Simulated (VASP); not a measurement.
**FePt: single point with PBEsol**

Crystal: FePt.

```
Fe Pt
1.0
     2.68794    0.00000    0.00000
     0.00000    2.68794    0.00000
     0.00000    0.00000    3.71646
Fe Pt
1 1
Direct
  0.00000 0.00000 0.00000
  0.50000 0.50000 0.50000
```

- Program: VASP 6.6.1
- Task: single point
- Functional: PBEsol
- Potentials or basis: VASP PAW PBE potentials, release 64 (Fe, Pt)
- Cutoff: 520 eV
- k mesh: 14 × 14 × 10
- Occupations: fermi-dirac, width 0.1 eV
- Spin: collinear spin, ferromagnetic start
- Starting moments: [2.9, 0.4] μB
- Dipole correction: no
- Further INCAR settings: ALGO = Normal; EDIFF = 1e-06; NBANDS = 20

The pressure is -0.3 GPa, the net moment is 3.20 μB per cell and the site moments are Fe +2.85; Pt +0.32 μB. The valence electrons inside the program's atomic spheres are Fe 7.05; Pt 9.49.

Stress tensor (GPa, compression positive):
```
-0.33  0.00  0.00
 0.00 -0.33  0.00
 0.00  0.00 -0.23
```

Levels at points of the mesh, in eV from the Fermi level:
Spin up:
| k point | band 9 | band 10 | band 11 | band 12 | band 13 | band 14 |
| --- | --- | --- | --- | --- | --- | --- |
| (0.00, 0.00, 0.00) | -0.44 | -0.30 | -0.30 | 2.06 | 9.85 | 11.95 |
| (0.50, 0.00, 0.00) | -2.07 | -1.62 | 0.30 | 2.22 | 10.47 | 10.62 |
| (0.50, 0.50, 0.00) | -0.39 | 0.70 | 1.63 | 1.63 | 7.98 | 10.45 |
| (0.00, 0.00, 0.50) | -2.17 | -2.17 | -1.72 | -0.77 | 15.65 | 15.92 |
| (0.50, 0.00, 0.50) | -0.69 | -0.61 | -0.44 | -0.32 | 4.95 | 7.03 |
| (0.50, 0.50, 0.50) | -0.92 | 0.71 | 6.98 | 6.98 | 7.94 | 8.56 |
Spin down:
| k point | band 5 | band 6 | band 7 | band 8 | band 9 | band 10 | band 11 | band 12 |
| --- | --- | --- | --- | --- | --- | --- | --- | --- |
| (0.00, 0.00, 0.00) | -2.42 | -0.87 | -0.72 | 0.51 | 1.69 | 1.75 | 1.75 | 2.30 |
| (0.50, 0.00, 0.00) | -2.53 | -1.37 | -1.28 | -0.99 | 0.48 | 0.73 | 2.53 | 2.69 |
| (0.50, 0.50, 0.00) | 1.04 | 1.27 | 1.66 | 1.80 | 1.80 | 1.83 | 1.83 | 1.85 |
| (0.00, 0.00, 0.50) | -1.92 | -1.92 | -1.48 | -0.52 | 0.05 | 0.47 | 0.47 | 1.44 |
| (0.50, 0.00, 0.50) | -2.27 | -0.52 | -0.50 | -0.47 | 0.98 | 1.53 | 1.63 | 1.64 |
| (0.50, 0.50, 0.50) | -1.56 | -1.43 | -1.43 | 0.71 | 1.04 | 1.85 | 7.73 | 7.73 |

Run time: 110 s on 1 thread of Intel(R) Xeon(R) Platinum 8488C (Sapphire Rapids), on a shared host, peak memory 0.29 GiB.

Caveat: the PAW data sets were made with another functional, which shifts forces and pressure a little; spin-orbit coupling is left out, which moves the levels of the heavy elements.
